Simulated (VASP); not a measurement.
# PbSe (Imm2) in VASP: single point with PBE

Aim: the single point of PbSe with PBE.

Everything below comes from runs of VASP 6.6.1. Logs are shortened: lines on timing, memory, paths and dates and some standing lists are left out, and cuts for length are marked.

## 1. The cell of the first run

The typed cell holds 2 atoms: a = 4.397 Å, b = 4.397 Å, c = 4.397 Å, α = 120.01°, β = 90.00°, γ = 119.99°.

## 2. Single point, PBE

Input file INCAR:

```
PREC = Accurate
ENCUT = 520
EDIFF = 1E-6
ISMEAR = 0
SIGMA = 0.02
LREAL = F
LASPH = T
NELM = 60
ALGO = Normal
ISIF = 2
LWAVE = F
LCHARG = F
GGA = PE
NBANDS = 17
```

Input file KPOINTS:

```
regular mesh
0
Gamma
  12 12 12
```

Input file POSCAR:

```
PbSe
1.0
   -2.1981705556      3.1089500701      2.1986589638
    2.1981705556     -3.1089500701      2.1986589638
    2.1981705556      3.1089500701     -2.1986589638
Pb Se
1 1
Direct
    0.5020710672      0.0020710672      0.5000000000
    1.0011407801      1.0011407801      0.0000000000
```

Potentials or basis: VASP PAW PBE potentials, release 64 (Pb_d, Se).

Launch:

```
$ cat potpaw_PBE.64/Pb_d/POTCAR potpaw_PBE.64/Se/POTCAR > POTCAR
$ mpirun -np 1 vasp_std > vasp.out
```

OUTCAR:

```text
PREC = Accurate
   ENCUT = 520
   EDIFF = 1E-6
   ISMEAR = 0
   LREAL = F
   LASPH = T
   NELM = 60
   ISIF = 2
   GGA = PE

 ion  position               nearest neighbor table
   1  0.502  0.002  0.500-   2 3.11   2 3.11   2 3.11   2 3.11   2 3.11   2 3.11
   2  0.001  0.001  0.000-   1 3.11   1 3.11   1 3.11   1 3.11   1 3.11   1 3.11

  LATTYP: Found a body centered orthorhombic cell.
 ALAT       =     4.3963411112
 B/A-ratio  =     1.0002221885
 C/A-ratio  =     1.4143352354

  Lattice vectors:

 A1 = (   2.1981705556,  -3.1089500701,  -2.1986589638)
 A2 = (  -2.1981705556,  -3.1089500701,   2.1986589638)
 A3 = (  -2.1981705556,   3.1089500701,  -2.1986589638)

Analysis of symmetry for initial positions (statically):
=====================================================================
 Subroutine PRICEL returns:
 Original cell was already a primitive cell.

 Routine SETGRP: Setting up the symmetry group for a
 body centered orthorhombic supercell.

 Subroutine GETGRP returns: Found  4 space group operations
 (whereof  4 operations were pure point group operations)
 out of a pool of  8 trial point group operations.

The static configuration has the point symmetry C_2v.

Analysis of symmetry for dynamics (positions and initial velocities):
=====================================================================
 Subroutine PRICEL returns:
 Original cell was already a primitive cell.

 Routine SETGRP: Setting up the symmetry group for a
 body centered orthorhombic supercell.

 Subroutine GETGRP returns: Found  4 space group operations
 (whereof  4 operations were pure point group operations)
 out of a pool of  8 trial point group operations.

The dynamic configuration has the point symmetry C_2v.

 Subroutine INISYM returns: Found  4 space group operations
 (whereof  4 operations are pure point group operations),
 and found     1 'primitive' translations

----------------------------------------------------------------------------------------

                                     Primitive cell

  volume of cell :      60.1026

  direct lattice vectors                    reciprocal lattice vectors
    -2.198170556  3.108950070  2.198658964     0.000000000  0.160825999  0.227411349
     2.198170556 -3.108950070  2.198658964     0.227461877  0.000000000  0.227411349
     2.198170556  3.108950070 -2.198658964     0.227461877  0.160825999  0.000000000

  length of vectors
     4.396774451  4.396774451  4.396774451     0.278533523  0.321643944  0.278574779

  position of ions in fractional coordinates (direct lattice)
     0.502071067  0.002071067  0.500000000
     0.001140780  0.001140780  0.000000000

  ion indices of the primitive-cell ions
   primitive index   ion index
                 1           1
                 2           2

----------------------------------------------------------------------------------------

 KPOINTS: regular mesh

Automatic generation of k-mesh.
 Grid dimensions read from file:
 generate k-points for:   12   12   12

 Generating k-lattice:

  Cartesian coordinates                     Fractional coordinates (reciprocal lattice)
     0.000000000  0.013402167  0.018950946     0.083333333 -0.000000000  0.000000000
     0.018955156  0.000000000  0.018950946    -0.000000000  0.083333333  0.000000000
     0.018955156  0.013402167  0.000000000     0.000000000  0.000000000  0.083333333

  Length of vectors
     0.023211127  0.026803662  0.023214565

  Shift w.r.t. Gamma in fractional coordinates (k-lattice)
     0.000000000  0.000000000  0.000000000

 Subroutine IBZKPT returns following result:
 ===========================================

 Found    280 irreducible k-points:

 Following reciprocal coordinates:
            Coordinates               Weight
  0.000000  0.000000  0.000000      1.000000
  0.083333  0.000000  0.000000      4.000000
  0.166667 -0.000000  0.000000      4.000000
  0.250000 -0.000000  0.000000      4.000000
  0.333333 -0.000000  0.000000      4.000000
  0.416667 -0.000000  0.000000      4.000000
[... 16 lines left out ...]
  0.250000  0.166667  0.000000      8.000000
  0.333333  0.166667  0.000000      8.000000
 [... further k-points ...]
   k-points           NKPTS =    280   k-points in BZ     NKDIM =    280   number of bands    NBANDS=     17
   number of dos      NEDOS =    301   number of ions     NIONS =      2
   total plane-waves  NPLWV =  46656
   dimension x,y,z NGX =    36 NGY =   36 NGZ =   36
   dimension x,y,z NGXF=    72 NGYF=   72 NGZF=   72
   ions per type =               1   1
   NGX,Y,Z   is equivalent  to a cutoff of  13.61, 13.61, 13.61 a.u.
   NGXF,Y,Z  is equivalent  to a cutoff of  27.22, 27.22, 27.22 a.u.
 SYSTEM =  unknown system
   PREC   = accura    normal or accurate (medium, high low for compatibility)
   ISTART =      0    job   : 0-new  1-cont  2-samecut
   ICHARG =      2    charge: 1-file 2-atom 10-const
   ISPIN  =      1    spin polarized calculation?
   LNONCOLLINEAR =      F non collinear calculations
   LSORBIT =      F    spin-orbit coupling
   LASPH  =      T    aspherical Exc in radial PAW
   ENCUT  =  520.0 eV  38.22 Ry    6.18 a.u.   8.18  8.18  8.18*2*pi/ulx,y,z
   NELM   =     60;   NELMIN=  2; NELMDL= -5     # of ELM steps
   EDIFF  = 0.1E-05   stopping-criterion for ELM
   LREAL  =      F    real-space projection
   EDIFFG = 0.1E-04   stopping-criterion for IOM
   NSW    =      0    number of steps for IOM
   IBRION =     -1    ionic relax: 0-MD 1-quasi-New 2-CG
   NFREE  =      0    steps in history (QN), initial steepest desc. (CG)
   ISIF   =      2    stress and relaxation
   ISYM   =      2    0-nonsym 1-usesym 2-fastsym
   POTIM  = 0.5000    time-step for ionic-motion
   TEBEG  =    0.0;   TEEND  =   0.0 temperature during run
   PSTRESS=    0.0 pullay stress
   NELECT =      20.0000    total number of electrons
   NUPDOWN=      -1.0000    fix difference up-down
   EMIN   =  10.00;   EMAX   =-10.00  energy-range for DOS
   EFERMI =   0.00;   METHOD = LEGACY
   ISMEAR =     0;   SIGMA  =   0.02  broadening in eV -4-tet -1-fermi 0-gaus
   EFERMI_NEDOS =   21; number of points for ismear=-14 and -15
   IALGO  =     38    algorithm
   IMIX   =      4    mixing-type and parameters
     AMIX     =   0.40;   BMIX     =  1.00
     AMIX_MAG =   1.60;   BMIX_MAG =  1.00
  volume/ion in A,a.u.               =      30.05       202.80
  Fermi-wavevector in a.u.,A,eV,Ry     =   1.134455  2.143809 17.510528  1.286987
  Thomas-Fermi vector in A             =   2.271159
   LORBIT       =      0    0 simple, 1 ext, 2 COOP (PROOUT), +10 PAW based schemes
   GGA     = PE    functional components
   LHFCALC =     F    Hartree Fock is set to
   AEXX    =    0.0000 exact exchange contribution
   IVDW    =     0    specifies the selected vdW correction
   LEPSILON=     F    determine dielectric tensor
   LRPA    =     F    only Hartree local field effects (RPA)
 non-spin polarized calculation
 Gauss-broadening in eV      SIGMA  =   0.02
  energy-cutoff  :      520.00
  volume of cell :       60.10
 maximum number of plane-waves:      1639
 NGX is ok and might be reduce to    36
   NGX = 17   NGY = 17   NGZ = 17

 number of electron      20.0000002 magnetization

 Free energy of the ion-electron system (eV)
  ---------------------------------------------------
  ext. energy  EPLUGINS =         0.00000000
  ---------------------------------------------------
  free energy    TOTEN  =        -8.19803010 eV

  energy without entropy =       -8.19803010  energy(sigma->0) =       -8.19803010

 E-fermi :   4.5848     XC(G=0):  -9.3145

 val. band max:        4.4666897689   @ k =   0.5000  -0.0000   0.0000
 cond. band min:       4.9039137170   @ k =   0.5000   0.5000   0.0000
 fundamental gap:      0.4372239481
 Fermi energy:         4.5848241835

 k-point     1 :       0.0000    0.0000    0.0000
  band No.  band energies     occupation
      1     -12.2674      2.00000
      2     -12.2674      2.00000
      3     -12.2673      2.00000
      4     -12.2612      2.00000
      5     -12.2612      2.00000
      6      -8.7064      2.00000
[... 9 lines left out ...]
     16      11.1176      0.00000
     17      12.6182      0.00000

 k-point     2 :       0.0833    0.0000    0.0000
  band No.  band energies     occupation
      1     -12.2671      2.00000
      2     -12.2664      2.00000
      3     -12.2664      2.00000
      4     -12.2616      2.00000
      5     -12.2615      2.00000
      6      -8.6576      2.00000
[... 9 lines left out ...]
     16      11.2706      0.00000
     17      13.1481      0.00000

 k-point     3 :       0.1667   -0.0000    0.0000
  band No.  band energies     occupation
      1     -12.2678      2.00000
      2     -12.2678      2.00000
      3     -12.2664      2.00000
      4     -12.2587      2.00000
      5     -12.2587      2.00000
      6      -8.5168      2.00000
[... 9 lines left out ...]
     16      11.6718      0.00000
     17      14.2384      0.00000

 k-point     4 :       0.2500   -0.0000    0.0000
  band No.  band energies     occupation
      1     -12.2722      2.00000
      2     -12.2722      2.00000
      3     -12.2655      2.00000
      4     -12.2524      2.00000
      5     -12.2523      2.00000
      6      -8.3022      2.00000
[... 9 lines left out ...]
     16      12.2834      0.00000
     17      15.4785      0.00000
[... 343 lines left out ...]
      1     -12.2925      2.00000
      2     -12.2698      2.00000
      3     -12.2635      2.00000
      4     -12.2503      2.00000
      5     -12.2435      2.00000
      6      -8.0698      2.00000
[... 9 lines left out ...]
     16      13.9515      0.00000
     17      15.1850      0.00000

 k-point    23 :       0.2500    0.1667    0.0000
  band No.  band energies     occupation
      1     -12.2974      2.00000
      2     -12.2679      2.00000
      3     -12.2662      2.00000
      4     -12.2477      2.00000
      5     -12.2388      2.00000
      6      -7.8425      2.00000
[... 9 lines left out ...]
     16      14.7820      0.00000
     17      15.3886      0.00000

 k-point    24 :       0.3333    0.1667    0.0000
  band No.  band energies     occupation
      1     -12.2983      2.00000
      2     -12.2719      2.00000
      3     -12.2623      2.00000
      4     -12.2463      2.00000
      5     -12.2375      2.00000
      6      -7.6793      2.00000
[... 9 lines left out ...]
     16      14.9072      0.00000
     17      15.1840      0.00000

 [... further k-points ...]
[... 5 lines left out ...]
  --------------------------------------------------------------------------------------
  -------------------------------------------------------------------------------------
  Total       -0.0069685     -0.0074592     -0.0097569      0.0000000      0.0000000      0.0000000
  in kB       -0.1857630     -0.1988441     -0.2600924      0.0000000      0.0000000      0.0000000
  external PRESSURE =      -0.2148998 kB  Pullay stress =       0.0000000 kB

 VOLUME and BASIS-vectors are now :
 -----------------------------------------------------------------------------
  energy-cutoff  :      520.00
  volume of cell :       60.10
      direct lattice vectors                 reciprocal lattice vectors
    -2.198170556  3.108950070  2.198658964     0.000000000  0.160825999  0.227411349
     2.198170556 -3.108950070  2.198658964     0.227461877  0.000000000  0.227411349
     2.198170556  3.108950070 -2.198658964     0.227461877  0.160825999  0.000000000

 POSITION                                       TOTAL-FORCE (eV/Angst)
 -----------------------------------------------------------------------------------
      0.00000      3.10895      0.00911        -0.000000     -0.000000     -0.000864
      0.00000      0.00000      0.00502         0.000000      0.000000      0.000864
 -----------------------------------------------------------------------------------
    total drift:                                0.000000      0.000000     -0.000050

  FREE ENERGIE OF THE ION-ELECTRON SYSTEM (eV)
  ---------------------------------------------------
  free  energy   TOTEN  =        -8.1980300996 eV

  energy  without entropy=       -8.1980300996  energy(sigma->0) =       -8.19803010
```

Wall time 2.8 min (1 thread of AMD EPYC 9R45 (Zen 5), shared host); peak memory 0.39 GiB.

What came out:

| Item | Value |
| --- | --- |
| Free energy | -8.1980 eV |
| Pressure | 0.0 GPa |
| Band gap on the k mesh | 0.44 eV |

Levels at points of the mesh, in eV from the valence-band top:
| k point | band 7 | band 8 | band 9 | band 10 | band 11 | band 12 | band 13 | band 14 |
| --- | --- | --- | --- | --- | --- | --- | --- | --- |
| (0.00, 0.00, 0.00) | -6.34 | -1.64 | -1.64 | -1.63 | 4.64 | 4.64 | 4.64 | 6.65 |
| (0.50, 0.00, 0.00) | -8.52 | -1.26 | -1.26 | 0.00 | 0.44 | 1.83 | 1.83 | 8.53 |
| (0.00, 0.50, 0.00) | -7.28 | -4.56 | -2.91 | -2.91 | 3.92 | 5.47 | 5.47 | 5.88 |
| (0.50, 0.50, 0.00) | -8.52 | -1.26 | -1.26 | 0.00 | 0.44 | 1.83 | 1.83 | 8.53 |
| (0.50, 0.50, 0.50) | -7.28 | -4.56 | -2.91 | -2.91 | 3.92 | 5.47 | 5.47 | 5.88 |

Caveat: spin-orbit coupling is left out, which moves the levels of the heavy elements.
